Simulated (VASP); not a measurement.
A run of VASP 6.6.1 is set up as follows.

INCAR

```
PREC = Accurate
ENCUT = 600
EDIFF = 1E-6
ISMEAR = 0
SIGMA = 0.1
LREAL = False
LASPH = True
NELM = 150
ALGO = Normal
ISIF = 3
LWAVE = False
LCHARG = False
ISPIN = 2
MAGMOM = 1 0 0 0 0 0
LORBIT = 11
LMAXMIX = 4
GGA = PE
IBRION = 2
NSW = 90
EDIFFG = -0.04
```

Contents of KPOINTS:

```
Automatic mesh
0
Gamma
  6 6 2
```

The input POSCAR:

```
TiB2N3
1.0
    2.7503260400      0.0000000000      0.0000000000
    0.0000000000      2.7503260400      0.0000000000
    0.0000000000      0.0000000000      9.1938105900
Ti B N
1 2 3
Direct
    0.5000000000      0.5000000000      0.5000000000
    0.5000000000      0.5000000000      0.8473602500
    0.5000000000      0.5000000000      0.1526397500
    0.0000000000      0.0000000000      0.0000000000
    0.0000000000      0.0000000000      0.7145522800
    0.0000000000      0.0000000000      0.2854477200
```

Potentials or basis: VASP PAW PBE potentials, release 64 (Ti_sv, B, N).

Run with:

```sh
$ cat potpaw_PBE.64/Ti_sv/POTCAR potpaw_PBE.64/B/POTCAR potpaw_PBE.64/N/POTCAR > POTCAR
$ mpirun -np 1 vasp_std > vasp.out
```

Task: Estimate the relaxed volume.

Result: 8.70 Å³/atom.

Task: What does it give for the relaxed cell?

Result: a = 2.799 Å, b = 2.799 Å, c = 6.659 Å, α = 90.00°, β = 90.00°, γ = 90.00°.

Task: Predict the net moment.

Result: 0.00 μB per cell.

Forces in eV/Å, atoms in the order of the input:
```
Ti   0.000  0.000  0.000
B    0.000  0.000  0.028
B    0.000  0.000 -0.028
N    0.000  0.000  0.000
N    0.000  0.000  0.006
N    0.000  0.000 -0.006
```

Caveat: the k points lie up to 0.47 Å⁻¹ apart in the final cell; the volume moved by over 15 % at a fixed basis, so the end points are rough.
